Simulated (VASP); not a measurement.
Input of a VASP 6.6.1 run:

Contents of INCAR:

```
PREC = Accurate
ENCUT = 520
EDIFF = 1E-7
ISMEAR = -1
SIGMA = 0.1
LREAL = False
LASPH = True
NELM = 60
ALGO = Normal
ISIF = 2
LWAVE = False
LCHARG = False
GGA = CA
NBANDS = 13
```

KPOINTS

```
regular mesh
0
Gamma
  4 4 4
```

POSCAR

```
W
1.0
   -1.5676867250      1.5676867250      1.5676867250
    1.5676867250     -1.5676867250      1.5676867250
    1.5676867250      1.5676867250     -1.5676867250
W
1
Direct
    0.0000000000      0.0000000000      0.0000000000
```

Potentials or basis: VASP PAW LDA potentials, release 64 (W_sv).

Command:

```bash
$ cat potpaw_LDA.64/W_sv/POTCAR > POTCAR
$ mpirun -np 1 vasp_std > vasp.out
```

(1) What does it give for the pressure?

(2) Predict the band gap on the k mesh.

Results:

(1) 1.2 GPa.

(2) zero (band 7 reaches 17.17 eV, above the bottom of band 8 at 10.49 eV).

Caveat: the k points lie up to 0.71 Å⁻¹ apart; spin-orbit coupling is left out, which moves the levels of the heavy elements.
